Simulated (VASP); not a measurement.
# Ni (Fm-3m) in VASP: further runs

Runs on Ni. Level: PBEsol. Tasks: single point, relaxation of volume and atoms at fixed shape.

Everything below comes from runs of VASP 6.6.1. Logs are shortened: lines on timing, memory, paths and dates and some standing lists are left out, and cuts for length are marked.

## Step 1: The cell of the first run

The structure is cubic, space group Fm-3m (No. 225). The conventional cell has a = 3.466 Å, b = 3.466 Å, c = 3.466 Å, α = 90.00°, β = 90.00°, γ = 90.00°. Ni (site symmetry m-3m) has 12 Ni at 2.45 Å within 3.2 Å.

## Step 2: Single point, PBEsol, collinear spin, ferromagnetic start

INCAR

```
SYSTEM = Ni
PREC = Accurate
ENCUT = 520
EDIFF = 1E-6
ISMEAR = 1
SIGMA = 0.05
LREAL = .False.
LASPH = .True.
NELM = 150
ALGO = Normal
ISIF = 2
LWAVE = .False.
LCHARG = .False.
ISPIN = 2
MAGMOM = 1.5
LORBIT = 11
LMAXMIX = 4
GGA = PS
NBANDS = 15
```

KPOINTS

```
Automatic mesh
0
Gamma
  12 12 12
  0 0 0
```

POSCAR

```
Ni
1.0
    0.0000000000      1.7327527123      1.7327527123
    1.7327527123      0.0000000000      1.7327527123
    1.7327527123      1.7327527123      0.0000000000
Ni
1
Direct
    0.0000000000      0.0000000000      0.0000000000
```

Potentials or basis: VASP PAW PBE potentials, release 64 (Ni).

The run is started by

```console
$ cat potpaw_PBE.64/Ni/POTCAR > POTCAR
$ mpirun -np 1 vasp_std > vasp.out
```

OUTCAR:

```text
SYSTEM = Ni
   PREC = Accurate
   ENCUT = 520
   EDIFF = 1E-6
   ISMEAR = 1
   LREAL = .False.
   LASPH = .True.
   NELM = 150
   ISIF = 2
   ISPIN = 2
   LORBIT = 11
   GGA = PS

 ion  position               nearest neighbor table
   1  0.000  0.000  0.000-

  LATTYP: Found a face centered cubic cell.
 ALAT       =     3.4655054246

  Lattice vectors:

 A1 = (   0.0000000000,   1.7327527123,   1.7327527123)
 A2 = (   1.7327527123,   0.0000000000,   1.7327527123)
 A3 = (   1.7327527123,   1.7327527123,   0.0000000000)

Analysis of symmetry for initial positions (statically):
=====================================================================
 Subroutine PRICEL returns:
 Original cell was already a primitive cell.

 Routine SETGRP: Setting up the symmetry group for a
 face centered cubic supercell.

 Subroutine GETGRP returns: Found 48 space group operations
 (whereof 48 operations were pure point group operations)
 out of a pool of 48 trial point group operations.

The static configuration has the point symmetry O_h .

Analysis of symmetry for dynamics (positions and initial velocities):
=====================================================================
 Subroutine PRICEL returns:
 Original cell was already a primitive cell.

 Routine SETGRP: Setting up the symmetry group for a
 face centered cubic supercell.

 Subroutine GETGRP returns: Found 48 space group operations
 (whereof 48 operations were pure point group operations)
 out of a pool of 48 trial point group operations.

The dynamic configuration has the point symmetry O_h .

Analysis of structural, dynamic, and magnetic symmetry:
=====================================================================
 Subroutine PRICEL returns:
 Original cell was already a primitive cell.

 Routine SETGRP: Setting up the symmetry group for a
 face centered cubic supercell.

 Subroutine GETGRP returns: Found 48 space group operations
 (whereof 48 operations were pure point group operations)
 out of a pool of 48 trial point group operations.

The overall configuration has the point symmetry O_h .

 Subroutine INISYM returns: Found 48 space group operations
 (whereof 48 operations are pure point group operations),
 and found     1 'primitive' translations

----------------------------------------------------------------------------------------

                                     Primitive cell

  volume of cell :      10.4049

  direct lattice vectors                    reciprocal lattice vectors
     0.000000000  1.732752712  1.732752712    -0.288558198  0.288558198  0.288558198
     1.732752712  0.000000000  1.732752712     0.288558198 -0.288558198  0.288558198
     1.732752712  1.732752712  0.000000000     0.288558198  0.288558198 -0.288558198

  length of vectors
     2.450482386  2.450482386  2.450482386     0.499797460  0.499797460  0.499797460

  position of ions in fractional coordinates (direct lattice)
     0.000000000  0.000000000  0.000000000

  ion indices of the primitive-cell ions
   primitive index   ion index
                 1           1

----------------------------------------------------------------------------------------

 KPOINTS: Automatic mesh

Automatic generation of k-mesh.
 Grid dimensions read from file:
 generate k-points for:   12   12   12

 Generating k-lattice:

  Cartesian coordinates                     Fractional coordinates (reciprocal lattice)
    -0.024046516  0.024046516  0.024046516     0.083333333  0.000000000  0.000000000
     0.024046516 -0.024046516  0.024046516     0.000000000  0.083333333  0.000000000
     0.024046516  0.024046516 -0.024046516     0.000000000  0.000000000  0.083333333

  Length of vectors
     0.041649788  0.041649788  0.041649788

  Shift w.r.t. Gamma in fractional coordinates (k-lattice)
     0.000000000  0.000000000  0.000000000

 Subroutine IBZKPT returns following result:
 ===========================================

 Found     72 irreducible k-points:

 Following reciprocal coordinates:
            Coordinates               Weight
  0.000000  0.000000  0.000000      1.000000
  0.083333  0.000000  0.000000      8.000000
  0.166667  0.000000  0.000000      8.000000
  0.250000  0.000000  0.000000      8.000000
  0.333333  0.000000  0.000000      8.000000
  0.416667  0.000000  0.000000      8.000000
[... 16 lines left out ...]
  0.500000  0.166667  0.000000     24.000000
 -0.416667  0.166667  0.000000     24.000000
 [... further k-points ...]
   k-points           NKPTS =     72   k-points in BZ     NKDIM =     72   number of bands    NBANDS=     15
   number of dos      NEDOS =    301   number of ions     NIONS =      1
   total plane-waves  NPLWV =   5832
   dimension x,y,z NGX =    18 NGY =   18 NGZ =   18
   dimension x,y,z NGXF=    36 NGYF=   36 NGZF=   36
   ions per type =               1
   NGX,Y,Z   is equivalent  to a cutoff of  12.21, 12.21, 12.21 a.u.
   NGXF,Y,Z  is equivalent  to a cutoff of  24.42, 24.42, 24.42 a.u.
 SYSTEM =  Ni
   PREC   = accura    normal or accurate (medium, high low for compatibility)
   ISTART =      0    job   : 0-new  1-cont  2-samecut
   ICHARG =      2    charge: 1-file 2-atom 10-const
   ISPIN  =      2    spin polarized calculation?
   LNONCOLLINEAR =      F non collinear calculations
   LSORBIT =      F    spin-orbit coupling
   LASPH  =      T    aspherical Exc in radial PAW
   ENCUT  =  520.0 eV  38.22 Ry    6.18 a.u.   4.56  4.56  4.56*2*pi/ulx,y,z
   NELM   =    150;   NELMIN=  2; NELMDL= -5     # of ELM steps
   EDIFF  = 0.1E-05   stopping-criterion for ELM
   LREAL  =      F    real-space projection
   EDIFFG = 0.1E-04   stopping-criterion for IOM
   NSW    =      0    number of steps for IOM
   IBRION =     -1    ionic relax: 0-MD 1-quasi-New 2-CG
   NFREE  =      0    steps in history (QN), initial steepest desc. (CG)
   ISIF   =      2    stress and relaxation
   ISYM   =      2    0-nonsym 1-usesym 2-fastsym
   POTIM  = 0.5000    time-step for ionic-motion
   TEBEG  =    0.0;   TEEND  =   0.0 temperature during run
   PSTRESS=    0.0 pullay stress
   NELECT =      10.0000    total number of electrons
   NUPDOWN=      -1.0000    fix difference up-down
   EMIN   =  10.00;   EMAX   =-10.00  energy-range for DOS
   EFERMI =   0.00;   METHOD = LEGACY
   ISMEAR =     1;   SIGMA  =   0.05  broadening in eV -4-tet -1-fermi 0-gaus
   EFERMI_NEDOS =   21; number of points for ismear=-14 and -15
   IALGO  =     38    algorithm
   IMIX   =      4    mixing-type and parameters
     AMIX     =   0.40;   BMIX     =  1.00
     AMIX_MAG =   1.60;   BMIX_MAG =  1.00
  volume/ion in A,a.u.               =      10.40        70.22
  Fermi-wavevector in a.u.,A,eV,Ry     =   1.615579  3.053002 35.512513  2.610096
  Thomas-Fermi vector in A             =   2.710304
   LORBIT       =     11    0 simple, 1 ext, 2 COOP (PROOUT), +10 PAW based schemes
   GGA     = PS    functional components
   LHFCALC =     F    Hartree Fock is set to
   AEXX    =    0.0000 exact exchange contribution
   IVDW    =     0    specifies the selected vdW correction
   LEPSILON=     F    determine dielectric tensor
   LRPA    =     F    only Hartree local field effects (RPA)
 spin polarized calculation
 Methfessel and Paxton  Order N= 1 SIGMA  =   0.05
  energy-cutoff  :      520.00
  volume of cell :       10.40
 maximum number of plane-waves:       295
   NGX =  9   NGY =  9   NGZ =  9

 number of electron      10.0000000 magnetization       1.5000000

 number of electron       9.9999995 magnetization       0.6911753

 Free energy of the ion-electron system (eV)
  ---------------------------------------------------
  ext. energy  EPLUGINS =         0.00000000
  ---------------------------------------------------
  free energy    TOTEN  =        -6.13237753 eV

  energy without entropy =       -6.13265972  energy(sigma->0) =       -6.13247159

 E-fermi :   9.8385     XC(G=0): -13.7039

 val. band max:        9.8328078706   @ k =  -0.1667   0.1667   0.0000
 cond. band min:       9.8539752218   @ k =   0.5000   0.1667   0.0833
 fundamental gap:      0.0211673512
 Fermi energy:         9.8385196346

 spin component 1

 k-point     1 :       0.0000    0.0000    0.0000
  band No.  band energies     occupation
      1       0.4549      1.00000
      2       7.2332      1.00000
      3       7.2332      1.00000
      4       7.2332      1.00000
      5       8.4956      1.00000
      6       8.4956      1.00000
      7      33.9103      0.00000
      8      38.0977      0.00000
      9      38.0977      0.00000
     10      38.0977      0.00000
     11      41.1567      0.00000
     12      41.1567      0.00000
     13      41.1567      0.00000
     14      44.0933      0.00000
     15      50.8484      0.00000
[... 397 lines left out ...]
 k-point    24 :      -0.4167    0.1667    0.0000
  band No.  band energies     occupation
      1       5.2727      1.00000
      2       6.8177      1.00000
      3       7.4414      1.00000
      4       7.6529      1.00000
      5       9.0508      1.00000
      6      12.0525      0.00000
      7      16.2498      0.00000
      8      27.0129      0.00000
      9      31.9505      0.00000
     10      33.1094      0.00000
     11      42.5436      0.00000
     12      42.9985      0.00000
     13      50.2598      0.00000
     14      52.8530      0.00000
     15      54.3270      0.00000

 [... further k-points ...]

 spin component 2

 k-point     1 :       0.0000    0.0000    0.0000
  band No.  band energies     occupation
      1       0.4513      1.00000
      2       8.0340      1.00000
      3       8.0340      1.00000
      4       8.0340      1.00000
      5       9.1602      1.00000
      6       9.1602      1.00000
      7      33.7985      0.00000
      8      38.1010      0.00000
      9      38.1010      0.00000
     10      38.1010      0.00000
     11      41.3004      0.00000
     12      41.3004      0.00000
     13      41.3004      0.00000
     14      44.0080      0.00000
     15      51.0793      0.00000
[... 397 lines left out ...]
 k-point    24 :      -0.4167    0.1667    0.0000
  band No.  band energies     occupation
      1       5.7755      1.00000
      2       7.3280      1.00000
      3       8.0229      1.00000
      4       8.3333      1.00000
      5       9.8803      0.00142
      6      12.4275      0.00000
      7      16.6502      0.00000
      8      27.1241      0.00000
      9      32.0574      0.00000
     10      33.1455      0.00000
     11      42.6184      0.00000
     12      43.0144      0.00000
     13      50.4236      0.00000
     14      53.1276      0.00000
     15      54.4413      0.00000

 [... further k-points ...]

------------------------ aborting loop because EDIFF is reached ----------------------------------------

  FORCE on cell =-STRESS in cart. coord.  units (eV):
  Direction    XX          YY          ZZ          XY          YZ          ZX
  --------------------------------------------------------------------------------------
  -------------------------------------------------------------------------------------
  Total       -0.0067296     -0.0067296     -0.0067296      0.0000000      0.0000000     -0.0000000
  in kB       -1.0362343     -1.0362343     -1.0362343      0.0000000      0.0000000     -0.0000000
  external PRESSURE =      -1.0362343 kB  Pullay stress =       0.0000000 kB

 VOLUME and BASIS-vectors are now :
 -----------------------------------------------------------------------------
  energy-cutoff  :      520.00
  volume of cell :       10.40
      direct lattice vectors                 reciprocal lattice vectors
     0.000000000  1.732752712  1.732752712    -0.288558198  0.288558198  0.288558198
     1.732752712  0.000000000  1.732752712     0.288558198 -0.288558198  0.288558198
     1.732752712  1.732752712  0.000000000     0.288558198  0.288558198 -0.288558198

 POSITION                                       TOTAL-FORCE (eV/Angst)
 -----------------------------------------------------------------------------------
      0.00000      0.00000      0.00000        -0.000000     -0.000000     -0.000000
 -----------------------------------------------------------------------------------
    total drift:                                0.000000     -0.000000     -0.000000

  FREE ENERGIE OF THE ION-ELECTRON SYSTEM (eV)
  ---------------------------------------------------
  free  energy   TOTEN  =        -6.1323775251 eV

  energy  without entropy=       -6.1326597151  energy(sigma->0) =       -6.13247159

 total charge

# of ion       s       p       d       tot
------------------------------------------
    1        0.523   0.546   8.326   9.396

 magnetization (x)

# of ion       s       p       d       tot
------------------------------------------
    1       -0.005  -0.025   0.728   0.698
```

Run time: 25 s. Hardware: 1 thread of Intel Xeon Platinum 8488C (Sapphire Rapids), shared host; peak memory 0.13 GiB.

Results:

- Free energy: -6.1324 eV
- Pressure: -0.1 GPa
- Net moment: 0.69 μB per cell
- Site moments: Ni +0.70 μB
- Valence electrons inside the program's atomic spheres: Ni 9.40

Caveat: the PAW data sets were made with another functional, which shifts forces and pressure a little.

## Step 3: Relaxation of volume and atoms at fixed shape, PBEsol, collinear spin, ferromagnetic start

This run uses another cell than the first one, of 10.94 Å³/atom.

INCAR

```
ALGO = Normal ; EDIFF = 1E-6
EDIFFG = -0.02 ; ENCUT = 600
GGA = PS ; IBRION = 2
ISIF = 8 ; ISMEAR = 1
ISPIN = 2 ; LASPH = T
LCHARG = F ; LMAXMIX = 4
LORBIT = 11 ; LREAL = F
LWAVE = F ; MAGMOM = 1.5
NELM = 150 ; NSW = 80
PREC = Accurate ; SIGMA = 0.05
```

KPOINTS

```
k-points
0
Gamma
  12 12 12
```

POSCAR

```
Ni
1.0
    0.0000000000      1.7619350000      1.7619350000
    1.7619350000      0.0000000000      1.7619350000
    1.7619350000      1.7619350000      0.0000000000
Ni
1
Direct
    0.0000000000      0.0000000000      0.0000000000
```

Potentials or basis: VASP PAW PBE potentials, release 64 (Ni).

The run is started by

```console
$ cat potpaw_PBE.64/Ni/POTCAR > POTCAR
$ mpirun -np 1 vasp_std > vasp.out
```

Wall time 5.3 min (1 thread of Intel Xeon Platinum 8488C (Sapphire Rapids), shared host); peak memory 0.16 GiB.

It converged, with:

| Quantity | Value |
| --- | --- |
| Free energy | -6.1325 eV |
| Relaxed volume | 10.40 Å³/atom |
| Relaxed cell | a = 2.450 Å, b = 2.450 Å, c = 2.450 Å, α = 60.00°, β = 60.00°, γ = 60.00° |
| Space group after relaxing (to 0.1 Å) | Fm-3m (No. 225) |
| Energy gained by relaxing | 18.1 meV/atom |
| Ionic steps | 9 |
| Pressure after relaxing | 0.0 GPa |
| Net moment | 0.69 μB per cell |
| Site moments | Ni +0.70 μB |
| Valence electrons inside the program's atomic spheres | Ni 9.40 |

The path:
```tsv
step	energy change (eV)	largest force (eV/Å)	pressure (GPa)	volume (Å³)
1	0.0000	0.0000	-10.21	10.94
2	0.0013	0.0000	12.36	9.87
3	-0.0179	0.0000	-4.54	10.40
4	-0.0166	0.0000	3.30	10.25
5	-0.0176	0.0000	1.99	10.31
6	-0.0180	0.0000	0.92	10.36
7	-0.0181	0.0000	0.47	10.38
8	-0.0181	0.0000	-0.47	10.42
9	-0.0181	0.0000	0.01	10.40
```

Final structure:
```
CELL_PARAMETERS angstrom
0.00000 1.73240 1.73240
1.73240 0.00000 1.73240
1.73240 1.73240 0.00000
ATOMIC_POSITIONS crystal
Ni 0.00000 0.00000 0.00000
```

Levels at points of the mesh, in eV from the Fermi level:
Spin up:
```tsv
k point	band 3	band 4	band 5	band 6	band 7	band 8
(0.00, 0.00, 0.00)	-2.61	-2.61	-1.35	-1.35	24.08	28.27
(0.50, 0.00, 0.00)	-2.59	-0.64	-0.64	-0.43	5.93	22.55
(0.50, 0.50, 0.00)	-0.58	-0.50	-0.50	2.41	9.58	15.18
```
Spin down:
```
           k point  band 1  band 2  band 3  band 4  band 5  band 6  band 7  band 8  band 9
(0.00, 0.00, 0.00)   -9.39   -1.81   -1.81   -1.81   -0.68   -0.68   23.97   28.27   28.27
(0.50, 0.00, 0.00)   -4.68   -1.91   -1.91   -0.46    0.18    0.18    6.40   22.45   25.50
(0.50, 0.50, 0.00)   -4.58   -3.84    0.11    0.42    0.42    2.41    9.88   15.22   15.22
```

Caveat: the PAW data sets were made with another functional, which shifts forces and pressure a little.
